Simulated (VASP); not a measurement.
Write the native input for VASP 6.6.1 that does the following.

| Quantity | Value |
| --- | --- |
| Task | single point |
| Functional | PBE |
| Dispersion | D3(BJ) |
| Potentials or basis | VASP PAW PBE potentials, release 64 (Ir, Cl) |
| Cutoff | 520 eV |
| k mesh | 3 × 3 × 1 |
| Occupations | fermi-dirac, width 0.05 eV |
| Spin | no spin polarisation |
| Dipole correction | no |
| Further INCAR settings | ALGO = Normal; EDIFF = 1e-07; NBANDS = 70 |

The structure of Ir12Cl lies in POSCAR:

```
Ir12Cl
1.0
    5.4305800000      0.0000000000      0.0000000000
    2.7152900000      4.7030200000      0.0000000000
    0.0000000000      0.0000000000     16.4340500000
Ir Cl
12 1
Direct
    0.1666622785      0.1666588703      0.0608492733
    0.6666641199      0.1666588703      0.0608492733
    0.1666734694      0.6666567440      0.0608492733
    0.6666753109      0.6666567440      0.0608492733
   -0.1880146388      0.2975109610      0.1939813984
    0.3146281072      0.3303834557      0.1914926631
   -0.1585014619      0.7796054450      0.1928130923
    0.3267414048      0.8388439768      0.1889126539
    0.0285838382     -0.0286624339      0.3296691929
    0.4976388964     -0.0414201938      0.3224159595
    0.0287574596      0.4668489609      0.3305149978
    0.5031642419      0.4820944840      0.3349995893
    0.7583153624     -0.6029529962      0.4796139722
```

The input as run:

INCAR

```
PREC = Accurate ; ENCUT = 520
EDIFF = 1E-7 ; ISMEAR = -1
SIGMA = 0.05 ; LREAL = F
LASPH = T ; NELM = 60
ALGO = Normal ; ISIF = 2
LWAVE = F ; LCHARG = F
GGA = PE ; IVDW = 12
NBANDS = 70
```

KPOINTS

```
Automatic mesh
0
Gamma
  3 3 1
```

Potentials or basis: VASP PAW PBE potentials, release 64 (Ir, Cl).

Command:

```console
$ cat potpaw_PBE.64/Ir/POTCAR potpaw_PBE.64/Cl/POTCAR > POTCAR
$ mpirun -np 1 vasp_std > vasp.out
```

It gave:

```
Largest force              : 2.828 eV/Å
Band gap on the k mesh     : zero (an odd number of electrons rules out a gap without spin polarisation)
Dispersion energy per atom : -0.470 eV
```

Caveat: the k points lie up to 0.45 Å⁻¹ apart, too coarse for converged energies and pressures of a metal; there is no dipole correction, which matters where the two faces differ; spin-orbit coupling is left out, which moves the levels of the heavy elements.

Run time: 16 min on 1 thread of Intel Xeon 8259CL, with other jobs on the host, peak memory 0.54 GiB.
